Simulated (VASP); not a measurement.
# BeTe (F-43m) in VASP: further runs

Runs on BeTe. Level: PBE. Tasks: single point.

Everything below comes from runs of VASP 6.6.1. Logs are shortened: lines on timing, memory, paths and dates and some standing lists are left out, and cuts for length are marked.

### Step 1. The cell of the first run

It takes space group F-43m (No. 216, cubic). The conventional cell has a = 5.665 Å, b = 5.665 Å, c = 5.665 Å, α = 90.00°, β = 90.00°, γ = 90.00°. Within 3.2 Å of Be (site symmetry -43m) lie 4 Te at 2.45 Å. Within 3.2 Å of Te (site symmetry -43m) lie 4 Be at 2.45 Å.

### Step 2. Single point, PBE

Contents of INCAR:

```
PREC     = Accurate       # precision mode
ENCUT    = 600            # plane-wave cutoff, eV
EDIFF    = 1E-6           # SCF threshold, eV
ISMEAR   = 0              # smearing method
SIGMA    = 0.02           # smearing width, eV
LREAL    = F              # projectors in reciprocal space
LASPH    = T              # aspherical terms in the spheres
NELM     = 120            # most SCF steps
ALGO     = Normal         # electronic algorithm
ISIF     = 2              # what is computed and relaxed
LWAVE    = F              # write WAVECAR
LCHARG   = F              # write CHGCAR
GGA      = PE             # functional
NBANDS   = 11             # bands
GGA_COMPAT= F
```

Contents of KPOINTS:

```
regular mesh
0
Gamma
  8 8 8
```

Contents of POSCAR:

```
BeTe
1.0
    0.0000000000      2.8323033092      2.8323033092
    2.8323033092      0.0000000000      2.8323033092
    2.8323033092      2.8323033092      0.0000000000
Be Te
1 1
Direct
    0.0000000000      0.0000000000      0.0000000000
    0.2500000000      0.2500000000      0.2500000000
```

Potentials or basis: VASP PAW PBE potentials, release 64 (Be, Te).

The run is started by

```console
$ cat potpaw_PBE.64/Be/POTCAR potpaw_PBE.64/Te/POTCAR > POTCAR
$ mpirun -np 1 vasp_std > vasp.out
```

OUTCAR:

```text
PREC = Accurate
   ENCUT = 600
   EDIFF = 1E-6
   ISMEAR = 0
   LREAL = F
   LASPH = T
   NELM = 120
   ISIF = 2
   GGA = PE

 ion  position               nearest neighbor table
   1  0.000  0.000  0.000-   2 2.45   2 2.45   2 2.45   2 2.45
   2  0.250  0.250  0.250-   1 2.45   1 2.45   1 2.45   1 2.45

  LATTYP: Found a face centered cubic cell.
 ALAT       =     5.6646066184

  Lattice vectors:

 A1 = (   0.0000000000,   2.8323033092,   2.8323033092)
 A2 = (   2.8323033092,   0.0000000000,   2.8323033092)
 A3 = (   2.8323033092,   2.8323033092,   0.0000000000)

Analysis of symmetry for initial positions (statically):
=====================================================================
 Subroutine PRICEL returns:
 Original cell was already a primitive cell.

 Routine SETGRP: Setting up the symmetry group for a
 face centered cubic supercell.

 Subroutine GETGRP returns: Found 24 space group operations
 (whereof 24 operations were pure point group operations)
 out of a pool of 48 trial point group operations.

The static configuration has the point symmetry T_d .

Analysis of symmetry for dynamics (positions and initial velocities):
=====================================================================
 Subroutine PRICEL returns:
 Original cell was already a primitive cell.

 Routine SETGRP: Setting up the symmetry group for a
 face centered cubic supercell.

 Subroutine GETGRP returns: Found 24 space group operations
 (whereof 24 operations were pure point group operations)
 out of a pool of 48 trial point group operations.

The dynamic configuration has the point symmetry T_d .

 Subroutine INISYM returns: Found 24 space group operations
 (whereof 24 operations are pure point group operations),
 and found     1 'primitive' translations

----------------------------------------------------------------------------------------

                                     Primitive cell

  volume of cell :      45.4411

  direct lattice vectors                    reciprocal lattice vectors
     0.000000000  2.832303309  2.832303309    -0.176534765  0.176534765  0.176534765
     2.832303309  0.000000000  2.832303309     0.176534765 -0.176534765  0.176534765
     2.832303309  2.832303309  0.000000000     0.176534765  0.176534765 -0.176534765

  length of vectors
     4.005481753  4.005481753  4.005481753     0.305767183  0.305767183  0.305767183

  position of ions in fractional coordinates (direct lattice)
     0.000000000  0.000000000  0.000000000
     0.250000000  0.250000000  0.250000000

  ion indices of the primitive-cell ions
   primitive index   ion index
                 1           1
                 2           2

[... 84 lines left out ...]
   EMIN   =  10.00;   EMAX   =-10.00  energy-range for DOS
   EFERMI =   0.00;   METHOD = LEGACY
   ISMEAR =     0;   SIGMA  =   0.02  broadening in eV -4-tet -1-fermi 0-gaus
   EFERMI_NEDOS =   21; number of points for ismear=-14 and -15
   IALGO  =     38    algorithm
   IMIX   =      4    mixing-type and parameters
     AMIX     =   0.40;   BMIX     =  1.00
     AMIX_MAG =   1.60;   BMIX_MAG =  1.00
  volume/ion in A,a.u.               =      22.72       153.33
  Fermi-wavevector in a.u.,A,eV,Ry     =   0.917533  1.733886 11.454295  0.841867
  Thomas-Fermi vector in A             =   2.042513
   LORBIT       =      0    0 simple, 1 ext, 2 COOP (PROOUT), +10 PAW based schemes
   GGA     = PE    functional components
   LHFCALC =     F    Hartree Fock is set to
   AEXX    =    0.0000 exact exchange contribution
   IVDW    =     0    specifies the selected vdW correction
   LEPSILON=     F    determine dielectric tensor
   LRPA    =     F    only Hartree local field effects (RPA)
 non-spin polarized calculation
 Gauss-broadening in eV      SIGMA  =   0.02
  energy-cutoff  :      600.00
  volume of cell :       45.44
 maximum number of plane-waves:      1540
   NGX = 15   NGY = 15   NGZ = 15

 number of electron       8.0000000 magnetization

 Free energy of the ion-electron system (eV)
  ---------------------------------------------------
  ext. energy  EPLUGINS =         0.00000000
  ---------------------------------------------------
  free energy    TOTEN  =        -7.62451144 eV

  energy without entropy =       -7.62451144  energy(sigma->0) =       -7.62451144

 E-fermi :   5.0269     XC(G=0):  -8.9873

 val. band max:        4.9039530008   @ k =   0.0000   0.0000   0.0000
 cond. band min:       6.9195302095   @ k =   0.5000   0.5000   0.0000
 fundamental gap:      2.0155772087
 Fermi energy:         5.0269498426

 k-point     1 :       0.0000    0.0000    0.0000
  band No.  band energies     occupation
      1      -7.2801      2.00000
      2       4.9040      2.00000
      3       4.9040      2.00000
      4       4.9040      2.00000
      5       8.5277      0.00000
      6       8.5277      0.00000
      7       8.5277      0.00000
      8       8.5995      0.00000
      9      13.1946      0.00000
     10      15.1124      0.00000
     11      15.1124      0.00000
[... 309 lines left out ...]
 k-point    24 :      -0.3750    0.2500    0.1250
  band No.  band energies     occupation
      1      -5.7462      2.00000
      2      -0.1158      2.00000
      3       2.0700      2.00000
      4       3.0488      2.00000
      5       9.0863      0.00000
      6       9.2938      0.00000
      7      11.5164      0.00000
      8      12.5986      0.00000
      9      13.3780      0.00000
     10      16.4201      0.00000
     11      16.7583      0.00000

 [... further k-points ...]

------------------------ aborting loop because EDIFF is reached ----------------------------------------

  FORCE on cell =-STRESS in cart. coord.  units (eV):
  Direction    XX          YY          ZZ          XY          YZ          ZX
  --------------------------------------------------------------------------------------
  -------------------------------------------------------------------------------------
  Total        0.0318990      0.0318990      0.0318990     -0.0000000     -0.0000000      0.0000000
  in kB        1.1247030      1.1247030      1.1247030     -0.0000000     -0.0000000      0.0000000
  external PRESSURE =       1.1247030 kB  Pullay stress =       0.0000000 kB

 VOLUME and BASIS-vectors are now :
 -----------------------------------------------------------------------------
  energy-cutoff  :      600.00
  volume of cell :       45.44
      direct lattice vectors                 reciprocal lattice vectors
     0.000000000  2.832303309  2.832303309    -0.176534765  0.176534765  0.176534765
     2.832303309  0.000000000  2.832303309     0.176534765 -0.176534765  0.176534765
     2.832303309  2.832303309  0.000000000     0.176534765  0.176534765 -0.176534765

 POSITION                                       TOTAL-FORCE (eV/Angst)
 -----------------------------------------------------------------------------------
      0.00000      0.00000      0.00000         0.000000     -0.000000      0.000000
      1.41615      1.41615      1.41615        -0.000000      0.000000     -0.000000
 -----------------------------------------------------------------------------------
    total drift:                                0.000000      0.000000      0.000000

  FREE ENERGIE OF THE ION-ELECTRON SYSTEM (eV)
  ---------------------------------------------------
  free  energy   TOTEN  =        -7.6245114367 eV

  energy  without entropy=       -7.6245114367  energy(sigma->0) =       -7.62451144
```

OSZICAR:

```text
N       E                     dE             d eps       ncg     rms          rms(c)
DAV:   1     0.213255266287E+02    0.21326E+02   -0.35245E+03   638   0.653E+02
DAV:   2    -0.651830451106E+01   -0.27844E+02   -0.27071E+02   831   0.962E+01
DAV:   3    -0.773148385356E+01   -0.12132E+01   -0.12111E+01   855   0.218E+01
DAV:   4    -0.774450163144E+01   -0.13018E-01   -0.13017E-01   776   0.253E+00
DAV:   5    -0.774478465779E+01   -0.28303E-03   -0.28302E-03   799   0.359E-01    0.402E+00
DAV:   6    -0.765172604543E+01    0.93059E-01   -0.10825E-01   746   0.133E+00    0.242E+00
DAV:   7    -0.762349063697E+01    0.28235E-01   -0.94875E-02   736   0.135E+00    0.451E-01
DAV:   8    -0.762419570770E+01   -0.70507E-03   -0.58920E-03   728   0.443E-01    0.747E-02
DAV:   9    -0.762444217206E+01   -0.24646E-03   -0.31479E-04   761   0.105E-01    0.297E-02
DAV:  10    -0.762450691888E+01   -0.64747E-04   -0.80534E-05   723   0.465E-02    0.152E-02
DAV:  11    -0.762450901869E+01   -0.20998E-05   -0.23398E-06   831   0.919E-03    0.106E-02
DAV:  12    -0.762451136493E+01   -0.23462E-05   -0.50597E-06   692   0.130E-02    0.655E-03
DAV:  13    -0.762451143675E+01   -0.71815E-07   -0.32548E-08   503   0.138E-03
   1 F= -.76245114E+01 E0= -.76245114E+01  d E =-.248336E-20
```

stdout:

```text
POSCAR found type information on POSCAR BeTe
 POSCAR found :  2 types and       2 ions
 scaLAPACK will be used
 LDA part: xc-table for (Slater+PW92), standard interpolation
 POSCAR, INCAR and KPOINTS ok, starting setup
 FFT: planning ... GRIDC
 FFT: planning ... GRID_SOFT
 FFT: planning ... GRID
 WAVECAR not read
 entering main loop
```

Run time: 8.8 s. Hardware: 1 thread of Intel Xeon 6975P-C (Granite Rapids), shared host; peak memory 0.16 GiB.

Results:

```yaml
Free_energy: -7.6245 eV
Pressure: 0.1 GPa
Band_gap_on_the_k_mesh: 2.02 eV (least direct gap 3.62 eV)
```

Caveat: spin-orbit coupling is left out, which moves the levels of the heavy elements. A k mesh can miss the band edges.

### Step 3. Single point, PBE

Contents of INCAR:

```
SYSTEM = BeTe
PREC = Accurate
ENCUT = 600
EDIFF = 1E-6
ISMEAR = 0
SIGMA = 0.02
LREAL = .False.
LASPH = .True.
NELM = 120
ALGO = Normal
ISIF = 2
LWAVE = .False.
LCHARG = .False.
GGA = PE
NBANDS = 11
GGA_COMPAT = .False.
```

Contents of KPOINTS:

```
Automatic mesh
0
Gamma
  8 8 8
  0 0 0
```

POSCAR is that of step 2.

Potentials or basis: VASP PAW PBE potentials, release 64 (Be, Te).

The run is started by

```console
$ cat potpaw_PBE.64/Be/POTCAR potpaw_PBE.64/Te/POTCAR > POTCAR
$ mpirun -np 1 vasp_std > vasp.out
```

OUTCAR:

```text
SYSTEM = BeTe
   PREC = Accurate
   ENCUT = 600
   EDIFF = 1E-6
   ISMEAR = 0
   LREAL = .False.
   LASPH = .True.
   NELM = 120
   ISIF = 2
   GGA = PE

 ion  position               nearest neighbor table
   1  0.000  0.000  0.000-   2 2.45   2 2.45   2 2.45   2 2.45
   2  0.250  0.250  0.250-   1 2.45   1 2.45   1 2.45   1 2.45

  LATTYP: Found a face centered cubic cell.
 ALAT       =     5.6646066184

  Lattice vectors:

 A1 = (   0.0000000000,   2.8323033092,   2.8323033092)
 A2 = (   2.8323033092,   0.0000000000,   2.8323033092)
 A3 = (   2.8323033092,   2.8323033092,   0.0000000000)

Analysis of symmetry for initial positions (statically):
=====================================================================
 Subroutine PRICEL returns:
 Original cell was already a primitive cell.

 Routine SETGRP: Setting up the symmetry group for a
 face centered cubic supercell.

 Subroutine GETGRP returns: Found 24 space group operations
 (whereof 24 operations were pure point group operations)
 out of a pool of 48 trial point group operations.

The static configuration has the point symmetry T_d .

Analysis of symmetry for dynamics (positions and initial velocities):
=====================================================================
 Subroutine PRICEL returns:
 Original cell was already a primitive cell.

 Routine SETGRP: Setting up the symmetry group for a
 face centered cubic supercell.

 Subroutine GETGRP returns: Found 24 space group operations
 (whereof 24 operations were pure point group operations)
 out of a pool of 48 trial point group operations.

The dynamic configuration has the point symmetry T_d .

 Subroutine INISYM returns: Found 24 space group operations
 (whereof 24 operations are pure point group operations),
 and found     1 'primitive' translations

----------------------------------------------------------------------------------------

                                     Primitive cell

  volume of cell :      45.4411

[... 115 lines left out ...]
   AEXX    =    0.0000 exact exchange contribution
   IVDW    =     0    specifies the selected vdW correction
   LEPSILON=     F    determine dielectric tensor
   LRPA    =     F    only Hartree local field effects (RPA)
 non-spin polarized calculation
 Gauss-broadening in eV      SIGMA  =   0.02
  energy-cutoff  :      600.00
  volume of cell :       45.44
 maximum number of plane-waves:      1540
   NGX = 15   NGY = 15   NGZ = 15

 number of electron       8.0000000 magnetization

 Free energy of the ion-electron system (eV)
  ---------------------------------------------------
  ext. energy  EPLUGINS =         0.00000000
  ---------------------------------------------------
  free energy    TOTEN  =        -7.62451144 eV

  energy without entropy =       -7.62451144  energy(sigma->0) =       -7.62451144

 E-fermi :   5.0269     XC(G=0):  -8.9873

 val. band max:        4.9039530008   @ k =   0.0000   0.0000   0.0000
 cond. band min:       6.9195302095   @ k =   0.5000   0.5000   0.0000
 fundamental gap:      2.0155772087
 Fermi energy:         5.0269498426

 k-point     1 :       0.0000    0.0000    0.0000
  band No.  band energies     occupation
      1      -7.2801      2.00000
      2       4.9040      2.00000
      3       4.9040      2.00000
      4       4.9040      2.00000
      5       8.5277      0.00000
      6       8.5277      0.00000
      7       8.5277      0.00000
      8       8.5995      0.00000
      9      13.1946      0.00000
     10      15.1124      0.00000
     11      15.1124      0.00000
[... 309 lines left out ...]
 k-point    24 :      -0.3750    0.2500    0.1250
  band No.  band energies     occupation
      1      -5.7462      2.00000
      2      -0.1158      2.00000
      3       2.0700      2.00000
      4       3.0488      2.00000
      5       9.0863      0.00000
      6       9.2938      0.00000
      7      11.5164      0.00000
      8      12.5986      0.00000
      9      13.3780      0.00000
     10      16.4201      0.00000
     11      16.7583      0.00000

 [... further k-points ...]

------------------------ aborting loop because EDIFF is reached ----------------------------------------

  FORCE on cell =-STRESS in cart. coord.  units (eV):
  Direction    XX          YY          ZZ          XY          YZ          ZX
  --------------------------------------------------------------------------------------
  -------------------------------------------------------------------------------------
  Total        0.0318990      0.0318990      0.0318990     -0.0000000     -0.0000000      0.0000000
  in kB        1.1247030      1.1247030      1.1247030     -0.0000000     -0.0000000      0.0000000
  external PRESSURE =       1.1247030 kB  Pullay stress =       0.0000000 kB

 VOLUME and BASIS-vectors are now :
 -----------------------------------------------------------------------------
  energy-cutoff  :      600.00
  volume of cell :       45.44
      direct lattice vectors                 reciprocal lattice vectors
     0.000000000  2.832303309  2.832303309    -0.176534765  0.176534765  0.176534765
     2.832303309  0.000000000  2.832303309     0.176534765 -0.176534765  0.176534765
     2.832303309  2.832303309  0.000000000     0.176534765  0.176534765 -0.176534765

 POSITION                                       TOTAL-FORCE (eV/Angst)
 -----------------------------------------------------------------------------------
      0.00000      0.00000      0.00000         0.000000     -0.000000      0.000000
      1.41615      1.41615      1.41615        -0.000000      0.000000     -0.000000
 -----------------------------------------------------------------------------------
    total drift:                                0.000000      0.000000      0.000000

  FREE ENERGIE OF THE ION-ELECTRON SYSTEM (eV)
  ---------------------------------------------------
  free  energy   TOTEN  =        -7.6245114367 eV

  energy  without entropy=       -7.6245114367  energy(sigma->0) =       -7.62451144
```

OSZICAR:

```text
N       E                     dE             d eps       ncg     rms          rms(c)
DAV:   1     0.213255266287E+02    0.21326E+02   -0.35245E+03   638   0.653E+02
DAV:   2    -0.651830451106E+01   -0.27844E+02   -0.27071E+02   831   0.962E+01
DAV:   3    -0.773148385356E+01   -0.12132E+01   -0.12111E+01   855   0.218E+01
DAV:   4    -0.774450163144E+01   -0.13018E-01   -0.13017E-01   776   0.253E+00
DAV:   5    -0.774478465779E+01   -0.28303E-03   -0.28302E-03   799   0.359E-01    0.402E+00
DAV:   6    -0.765172604543E+01    0.93059E-01   -0.10825E-01   746   0.133E+00    0.242E+00
DAV:   7    -0.762349063697E+01    0.28235E-01   -0.94875E-02   736   0.135E+00    0.451E-01
DAV:   8    -0.762419570770E+01   -0.70507E-03   -0.58920E-03   728   0.443E-01    0.747E-02
DAV:   9    -0.762444217206E+01   -0.24646E-03   -0.31479E-04   761   0.105E-01    0.297E-02
DAV:  10    -0.762450691888E+01   -0.64747E-04   -0.80534E-05   723   0.465E-02    0.152E-02
DAV:  11    -0.762450901869E+01   -0.20998E-05   -0.23398E-06   831   0.919E-03    0.106E-02
DAV:  12    -0.762451136493E+01   -0.23462E-05   -0.50597E-06   692   0.130E-02    0.655E-03
DAV:  13    -0.762451143675E+01   -0.71815E-07   -0.32548E-08   503   0.138E-03
   1 F= -.76245114E+01 E0= -.76245114E+01  d E =-.248336E-20
```

stdout:

```text
POSCAR found type information on POSCAR BeTe
 POSCAR found :  2 types and       2 ions
 scaLAPACK will be used
 LDA part: xc-table for (Slater+PW92), standard interpolation
 POSCAR, INCAR and KPOINTS ok, starting setup
 FFT: planning ... GRIDC
 FFT: planning ... GRID_SOFT
 FFT: planning ... GRID
 WAVECAR not read
 entering main loop
```

Wall time 7.7 s (1 thread of Intel Xeon 6975P-C (Granite Rapids), shared host); peak memory 0.17 GiB.

Results:

| Property | Result |
| --- | --- |
| Free energy | -7.6245 eV |
| Pressure | 0.1 GPa |
| Band gap on the k mesh | 2.02 eV (least direct gap 3.62 eV) |

Caveat: spin-orbit coupling is left out, which moves the levels of the heavy elements. A k mesh can miss the band edges.
